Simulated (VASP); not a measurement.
# Si4F (I4/mmm) in VASP: notebook

Si4F is run at these levels: PBE; tasks: single point, relaxation of cell and atoms.

All numbers are computed with VASP 6.6.1; they aren't measurements. Logs are shortened: lines on timing, memory, paths and dates and some standing lists are left out, and cuts for length are marked.

### 1 The cell of the first run

The structure is tetragonal, space group I4/mmm (No. 139). The conventional cell has a = 5.466 Å, b = 5.466 Å, c = 5.604 Å, α = 90.00°, β = 90.00°, γ = 90.00°. Within 3.2 Å of Si (site symmetry 2/m) lie 2 F at 2.39 Å and 6 Si at 2.73 to 2.80 Å. Within 3.2 Å of F (site symmetry 4/mmm) lie 8 Si at 2.39 Å.

The cell was generated, and may not be a known phase.

### 2 Single point, PBE

INCAR

```
SYSTEM = Si4F
PREC = Accurate
ENCUT = 520
EDIFF = 1E-6
ISMEAR = 0
SIGMA = 0.1
LREAL = .False.
LASPH = .True.
NELM = 100
ALGO = Normal
ISIF = 2
LWAVE = .False.
LCHARG = .False.
GGA = PE
NBANDS = 20
```

KPOINTS

```
regular mesh
0
Gamma
  4 4 4
  0 0 0
```

POSCAR

```
Si4F
1.0
   -2.7330559500      2.7330559500      2.8021114100
    2.7330559500     -2.7330559500      2.8021114100
    2.7330559500      2.7330559500     -2.8021114100
Si F
4 1
Direct
    0.5000000000      0.5000000000      0.5000000000
    0.0000000000      0.0000000000      0.5000000000
    0.5000000000      0.0000000000      0.0000000000
    0.0000000000      0.5000000000      0.0000000000
    0.5000000000      0.5000000000      0.0000000000
```

Potentials or basis: VASP PAW PBE potentials, release 64 (Si, F).

On the command line:

```sh
cat potpaw_PBE.64/Si/POTCAR potpaw_PBE.64/F/POTCAR > POTCAR
mpirun -np 1 vasp_std > vasp.out
```

OUTCAR:

```text
SYSTEM = Si4F
   PREC = Accurate
   ENCUT = 520
   EDIFF = 1E-6
   ISMEAR = 0
   LREAL = .False.
   LASPH = .True.
   NELM = 100
   ISIF = 2
   GGA = PE

 ion  position               nearest neighbor table
   1  0.500  0.500  0.500-   5 2.39   5 2.39   3 2.73   4 2.73   3 2.73   4 2.73   2 2.80   2 2.80

   2  0.000  0.000  0.500-   5 2.39   5 2.39   3 2.73   4 2.73   3 2.73   4 2.73   1 2.80   1 2.80

   3  0.500  0.000  0.000-   5 2.39   5 2.39   1 2.73   2 2.73   1 2.73   2 2.73   4 2.80   4 2.80

   4  0.000  0.500  0.000-   5 2.39   5 2.39   1 2.73   2 2.73   2 2.73   1 2.73   3 2.80   3 2.80

   5  0.500  0.500  0.000-   1 2.39   2 2.39   3 2.39   4 2.39   1 2.39   3 2.39   4 2.39   2 2.39

  LATTYP: Found a body centered tetragonal cell.
 ALAT       =     5.4661119000
 C/A-ratio  =     1.0252667568

  Lattice vectors:

 A1 = (  -2.7330559500,   2.7330559500,   2.8021114100)
 A2 = (   2.7330559500,  -2.7330559500,   2.8021114100)
 A3 = (   2.7330559500,   2.7330559500,  -2.8021114100)

Analysis of symmetry for initial positions (statically):
=====================================================================
 Subroutine PRICEL returns:
 Original cell was already a primitive cell.

 Routine SETGRP: Setting up the symmetry group for a
 body centered tetragonal supercell.

 Subroutine GETGRP returns: Found 16 space group operations
 (whereof 16 operations were pure point group operations)
 out of a pool of 16 trial point group operations.

The static configuration has the point symmetry D_4h.

Analysis of symmetry for dynamics (positions and initial velocities):
=====================================================================
 Subroutine PRICEL returns:
 Original cell was already a primitive cell.

 Routine SETGRP: Setting up the symmetry group for a
 body centered tetragonal supercell.

 Subroutine GETGRP returns: Found 16 space group operations
 (whereof 16 operations were pure point group operations)
 out of a pool of 16 trial point group operations.

The dynamic configuration has the point symmetry D_4h.

 Subroutine INISYM returns: Found 16 space group operations
 (whereof 16 operations are pure point group operations),
 and found     1 'primitive' translations

----------------------------------------------------------------------------------------

                                     Primitive cell

  volume of cell :      83.7225

  direct lattice vectors                    reciprocal lattice vectors
    -2.733055950  2.733055950  2.802111410     0.000000000  0.182945395  0.178436874
     2.733055950 -2.733055950  2.802111410     0.182945395  0.000000000  0.178436874
     2.733055950  2.733055950 -2.802111410     0.182945395  0.182945395  0.000000000

  length of vectors
     4.773993926  4.773993926  4.773993926     0.255555738  0.255555738  0.258723859

  position of ions in fractional coordinates (direct lattice)
     0.500000000  0.500000000  0.500000000
     0.000000000  0.000000000  0.500000000
     0.500000000  0.000000000  0.000000000
     0.000000000  0.500000000  0.000000000
     0.500000000  0.500000000  0.000000000

  ion indices of the primitive-cell ions
   primitive index   ion index
                 1           1
                 2           2
                 3           3
                 4           4
                 5           5

----------------------------------------------------------------------------------------

 KPOINTS: regular mesh

Automatic generation of k-mesh.
 Grid dimensions read from file:
 generate k-points for:    4    4    4

 Generating k-lattice:

  Cartesian coordinates                     Fractional coordinates (reciprocal lattice)
     0.000000000  0.045736349  0.044609218     0.250000000  0.000000000  0.000000000
     0.045736349  0.000000000  0.044609218     0.000000000  0.250000000  0.000000000
     0.045736349  0.045736349  0.000000000     0.000000000  0.000000000  0.250000000

  Length of vectors
     0.063888935  0.063888935  0.064680965

  Shift w.r.t. Gamma in fractional coordinates (k-lattice)
     0.000000000  0.000000000  0.000000000

 Subroutine IBZKPT returns following result:
 ===========================================

 Found     13 irreducible k-points:

 Following reciprocal coordinates:
            Coordinates               Weight
  0.000000  0.000000  0.000000      1.000000
  0.250000  0.000000 -0.000000      8.000000
  0.500000  0.000000 -0.000000      4.000000
  0.250000  0.250000 -0.000000      8.000000
  0.500000  0.250000 -0.000000     16.000000
 -0.250000  0.250000  0.000000      4.000000
  0.500000  0.500000 -0.000000      2.000000
  0.250000  0.250000  0.250000      2.000000
 -0.250000  0.250000  0.250000      4.000000
  0.500000  0.500000  0.250000      4.000000
 -0.250000  0.500000  0.250000      8.000000
 -0.250000 -0.250000  0.250000      2.000000
  0.500000  0.500000  0.500000      1.000000
   k-points           NKPTS =     13   k-points in BZ     NKDIM =     13   number of bands    NBANDS=     20
   number of dos      NEDOS =    301   number of ions     NIONS =      5
   total plane-waves  NPLWV =  46656
   dimension x,y,z NGX =    36 NGY =   36 NGZ =   36
   dimension x,y,z NGXF=    72 NGYF=   72 NGZF=   72
   ions per type =               4   1
   NGX,Y,Z   is equivalent  to a cutoff of  12.54, 12.54, 12.54 a.u.
   NGXF,Y,Z  is equivalent  to a cutoff of  25.07, 25.07, 25.07 a.u.
 SYSTEM =  Si4F
   PREC   = accura    normal or accurate (medium, high low for compatibility)
   ISTART =      0    job   : 0-new  1-cont  2-samecut
   ICHARG =      2    charge: 1-file 2-atom 10-const
   ISPIN  =      1    spin polarized calculation?
   LNONCOLLINEAR =      F non collinear calculations
   LSORBIT =      F    spin-orbit coupling
   LASPH  =      T    aspherical Exc in radial PAW
   ENCUT  =  520.0 eV  38.22 Ry    6.18 a.u.   8.88  8.88  8.88*2*pi/ulx,y,z
   NELM   =    100;   NELMIN=  2; NELMDL= -5     # of ELM steps
   EDIFF  = 0.1E-05   stopping-criterion for ELM
   LREAL  =      F    real-space projection
   EDIFFG = 0.1E-04   stopping-criterion for IOM
   NSW    =      0    number of steps for IOM
   IBRION =     -1    ionic relax: 0-MD 1-quasi-New 2-CG
   NFREE  =      0    steps in history (QN), initial steepest desc. (CG)
   ISIF   =      2    stress and relaxation
   ISYM   =      2    0-nonsym 1-usesym 2-fastsym
   POTIM  = 0.5000    time-step for ionic-motion
   TEBEG  =    0.0;   TEEND  =   0.0 temperature during run
   PSTRESS=    0.0 pullay stress
   NELECT =      23.0000    total number of electrons
   NUPDOWN=      -1.0000    fix difference up-down
   EMIN   =  10.00;   EMAX   =-10.00  energy-range for DOS
   EFERMI =   0.00;   METHOD = LEGACY
   ISMEAR =     0;   SIGMA  =   0.10  broadening in eV -4-tet -1-fermi 0-gaus
   EFERMI_NEDOS =   21; number of points for ismear=-14 and -15
   IALGO  =     38    algorithm
   IMIX   =      4    mixing-type and parameters
     AMIX     =   0.40;   BMIX     =  1.00
     AMIX_MAG =   1.60;   BMIX_MAG =  1.00
  volume/ion in A,a.u.               =      16.74       113.00
  Fermi-wavevector in a.u.,A,eV,Ry     =   1.064233  2.011108 15.409842  1.132591
  Thomas-Fermi vector in A             =   2.199744
   LORBIT       =      0    0 simple, 1 ext, 2 COOP (PROOUT), +10 PAW based schemes
   GGA     = PE    functional components
   LHFCALC =     F    Hartree Fock is set to
   AEXX    =    0.0000 exact exchange contribution
   IVDW    =     0    specifies the selected vdW correction
   LEPSILON=     F    determine dielectric tensor
   LRPA    =     F    only Hartree local field effects (RPA)
 non-spin polarized calculation
 Gauss-broadening in eV      SIGMA  =   0.10
  energy-cutoff  :      520.00
  volume of cell :       83.72
 maximum number of plane-waves:      2266
   NGX = 17   NGY = 17   NGZ = 17

 number of electron      23.0000011 magnetization

 Free energy of the ion-electron system (eV)
  ---------------------------------------------------
  ext. energy  EPLUGINS =         0.00000000
  ---------------------------------------------------
  free energy    TOTEN  =       -21.17002731 eV

  energy without entropy =      -21.14134975  energy(sigma->0) =      -21.15568853

 E-fermi :   6.3521     XC(G=0): -10.1147

 val. band max:        6.2943874367   @ k =   0.5000   0.5000   0.2500
 cond. band min:       6.3751596809   @ k =   0.0000   0.0000   0.0000
 fundamental gap:      0.0807722442
 Fermi energy:         6.3520512000

 k-point     1 :       0.0000    0.0000    0.0000
  band No.  band energies     occupation
      1     -18.8103      2.00000
      2      -4.4085      2.00000
      3      -1.5550      2.00000
      4      -1.4842      2.00000
      5      -1.4842      2.00000
      6       1.8352      2.00000
[... 12 lines left out ...]
     19      13.1441      0.00000
     20      13.1572      0.00000

 k-point     2 :       0.2500    0.0000   -0.0000
  band No.  band energies     occupation
      1     -18.8022      2.00000
      2      -4.2119      2.00000
      3      -1.8466      2.00000
      4      -1.7087      2.00000
      5      -1.5002      2.00000
      6       1.1465      2.00000
[... 12 lines left out ...]
     19      13.2609      0.00000
     20      13.9283      0.00000

 k-point     3 :       0.5000    0.0000   -0.0000
  band No.  band energies     occupation
      1     -18.7939      2.00000
      2      -3.8924      2.00000
      3      -2.1974      2.00000
      4      -2.1296      2.00000
      5      -1.4936      2.00000
      6       0.6616      2.00000
[... 12 lines left out ...]
     19      13.4495      0.00000
     20      13.8053      0.00000

 k-point     4 :       0.2500    0.2500   -0.0000
  band No.  band energies     occupation
      1     -18.7939      2.00000
      2      -3.8167      2.00000
      3      -2.6645      2.00000
      4      -1.8141      2.00000
      5      -1.3545      2.00000
      6       0.9076      2.00000
[... 176 lines left out ...]
 k-point    12 :      -0.2500   -0.2500    0.2500
  band No.  band energies     occupation
      1     -18.7948      2.00000
      2      -4.0232      2.00000
      3      -2.3554      2.00000
      4      -2.3554      2.00000
      5      -0.5730      2.00000
      6       1.4503      2.00000
[... 12 lines left out ...]
     19      13.5174      0.00000
     20      13.5174      0.00000

 k-point    13 :       0.5000    0.5000    0.5000
  band No.  band energies     occupation
      1     -18.7806      2.00000
      2      -3.3151      2.00000
      3      -3.0880      2.00000
      4      -3.0880      2.00000
      5       1.2310      2.00000
      6       1.2326      2.00000
[... 12 lines left out ...]
     19      13.9319      0.00000
     20      14.6445      0.00000

------------------------ aborting loop because EDIFF is reached ----------------------------------------

  FORCE on cell =-STRESS in cart. coord.  units (eV):
  Direction    XX          YY          ZZ          XY          YZ          ZX
  --------------------------------------------------------------------------------------
  -------------------------------------------------------------------------------------
  Total       -0.6737787     -0.6737787      0.5378723      0.0000000     -0.0000000      0.0000000
  in kB      -12.8939331    -12.8939331     10.2931276      0.0000000     -0.0000000      0.0000000
  external PRESSURE =      -5.1649128 kB  Pullay stress =       0.0000000 kB

 VOLUME and BASIS-vectors are now :
 -----------------------------------------------------------------------------
  energy-cutoff  :      520.00
  volume of cell :       83.72
      direct lattice vectors                 reciprocal lattice vectors
    -2.733055950  2.733055950  2.802111410     0.000000000  0.182945395  0.178436874
     2.733055950 -2.733055950  2.802111410     0.182945395  0.000000000  0.178436874
     2.733055950  2.733055950 -2.802111410     0.182945395  0.182945395  0.000000000

 POSITION                                       TOTAL-FORCE (eV/Angst)
 -----------------------------------------------------------------------------------
      1.36653      1.36653      1.40106         0.000000     -0.000000     -0.000000
      1.36653      1.36653     -1.40106         0.000000      0.000000     -0.000000
     -1.36653      1.36653      1.40106         0.000000      0.000000     -0.000000
      1.36653     -1.36653      1.40106         0.000000     -0.000000     -0.000000
      0.00000      0.00000      2.80211        -0.000000     -0.000000      0.000000
 -----------------------------------------------------------------------------------
    total drift:                                0.000000     -0.000000      0.000000

  FREE ENERGIE OF THE ION-ELECTRON SYSTEM (eV)
  ---------------------------------------------------
  free  energy   TOTEN  =       -21.1700273059 eV

  energy  without entropy=      -21.1413497519  energy(sigma->0) =      -21.15568853
```

Run time: 8.9 s. Hardware: 1 thread of Intel Xeon 6975P-C (Granite Rapids), shared host; peak memory 0.2 GiB.

What came out:

* Free energy: -21.1700 eV
* Pressure: -0.5 GPa
* Band gap on the k mesh: zero (an odd number of electrons rules out a gap without spin polarisation)

Levels at points of the mesh, in eV from the Fermi level:
```csv
k point,band 10,band 11,band 12,band 13,band 14,band 15
"(0.00, 0.00, 0.00)",-2.21,-2.21,0.02,0.32,0.32,2.22
"(0.50, 0.00, 0.00)",-2.29,-0.25,0.96,1.30,1.99,2.08
"(0.50, 0.50, 0.00)",-2.15,-0.07,1.27,1.52,1.90,2.16
"(0.50, 0.50, 0.50)",-3.02,-0.12,-0.12,0.20,0.28,6.37
```

Caveat: the k points lie up to 0.40 Å⁻¹ apart, too coarse for converged energies and pressures of a metal; an odd number of electrons without spin polarisation forces a metal; a magnetic or distorted state may lie lower.

### 3 Relaxation of cell and atoms, PBE

INCAR

```
SYSTEM = Si4F
PREC = Accurate
ENCUT = 600
EDIFF = 1E-6
ISMEAR = 0
SIGMA = 0.1
LREAL = .False.
LASPH = .True.
NELM = 80
ALGO = Normal
ISIF = 3
LWAVE = .False.
LCHARG = .False.
GGA = PE
IBRION = 2
NSW = 90
EDIFFG = -0.04
```

KPOINTS is that of step 2.

POSCAR is that of step 2.

Potentials or basis: VASP PAW PBE potentials, release 64 (Si, F).

On the command line:

```sh
cat potpaw_PBE.64/Si/POTCAR potpaw_PBE.64/F/POTCAR > POTCAR
mpirun -np 1 vasp_std > vasp.out
```

It took 3.1 min on 1 thread of Intel Xeon 6975P-C (Granite Rapids), shared host; peak memory 0.24 GiB.

Results (log left out):

```
Free energy                           : -22.2015 eV
Relaxed volume                        : 18.07 Å³/atom
Relaxed cell                          : a = 5.094 Å, b = 5.094 Å, c = 5.094 Å, α = 122.07°, β = 122.07°, γ = 86.45°
Space group after relaxing (to 0.1 Å) : I4/mmm (No. 139)
Energy gained by relaxing             : 205.9 meV/atom
Ionic steps                           : 28
Pressure after relaxing               : 0.0 GPa
Band gap on the k mesh                : zero (an odd number of electrons rules out a gap without spin polarisation)
```

Stress tensor (GPa, compression positive):
```
-0.17  0.00  0.00
 0.00 -0.17  0.00
 0.00  0.00  0.27
```

The path:
```tsv
step	energy change (eV)	largest force (eV/Å)	pressure (GPa)	volume (Å³)
1	0.0000	0.0000	-0.51	83.72
2	-0.0130	0.0000	0.16	83.07
3	-0.0528	0.0000	2.41	81.08
4	-0.1150	0.0000	8.09	77.01
5	0.5474	0.0000	30.32	68.56
6	-0.1161	0.0000	8.89	76.51
7	-0.1141	0.0000	10.08	75.87
8	-0.1147	0.0000	10.12	75.86
9	-0.1165	0.0000	10.28	75.80
10	-0.1200	0.0000	10.53	75.68
11	-0.1269	0.0000	11.09	75.45
12	-0.1395	0.0000	12.25	74.98
13	-0.1443	0.0000	14.75	74.02
14	-0.1472	0.0000	13.99	74.31
15	-0.1612	0.0000	14.10	74.34
16	-0.1993	0.0000	14.35	74.40
17	-0.2584	0.0000	15.02	74.50
18	-0.3154	0.0000	16.14	74.64
19	-0.1985	0.0000	20.97	74.60
20	-0.3184	0.0000	17.56	74.67
21	-0.4450	0.0000	15.49	75.95
22	-0.7412	0.0000	9.96	79.85
23	-1.0151	0.0000	1.62	87.98
24	-1.0282	0.0000	-0.01	90.15
25	-1.0285	0.0000	-0.20	90.48
26	-1.0283	0.0000	-0.40	90.81
27	-1.0288	0.0000	-0.30	90.68
28	-1.0296	0.0000	-0.02	90.36
```

Final structure:
```cif
data_structure
_symmetry_space_group_name_H-M 'P 1'
_symmetry_Int_Tables_number 1
_cell_length_a 5.0940
_cell_length_b 5.0940
_cell_length_c 5.0940
_cell_angle_alpha 122.068
_cell_angle_beta 122.068
_cell_angle_gamma 86.454
_cell_volume 90.36
loop_
_atom_site_label
_atom_site_type_symbol
_atom_site_fract_x
_atom_site_fract_y
_atom_site_fract_z
_atom_site_occupancy
Si1 Si 0.50000 0.50000 0.50000 1
Si2 Si 0.00000 0.00000 0.50000 1
Si3 Si 0.50000 0.00000 0.00000 1
Si4 Si 0.00000 0.50000 0.00000 1
F1 F 0.50000 0.50000 0.00000 1
```

Levels at points of the mesh, in eV from the Fermi level:
| k point | band 9 | band 10 | band 11 | band 12 | band 13 | band 14 | band 15 |
| --- | --- | --- | --- | --- | --- | --- | --- |
| (0.00, 0.00, 0.00) | -3.30 | -1.28 | -1.28 | -0.36 | 0.66 | 1.39 | 1.39 |
| (0.50, 0.00, 0.00) | -3.48 | -3.37 | -1.22 | -0.31 | 1.14 | 1.63 | 2.19 |
| (0.50, 0.50, 0.00) | -1.06 | -0.78 | 1.15 | 1.33 | 1.56 | 1.61 | 1.99 |
| (0.50, 0.50, 0.50) | -4.17 | -3.64 | -1.15 | -1.15 | 0.80 | 2.87 | 2.87 |

Caveat: the k points lie up to 0.38 Å⁻¹ apart in the final cell, too coarse for converged energies and pressures of a metal; an odd number of electrons without spin polarisation forces a metal; a magnetic or distorted state may lie lower.

The gap in the log of VASP goes by the Fermi energy; the results here count the filled bands.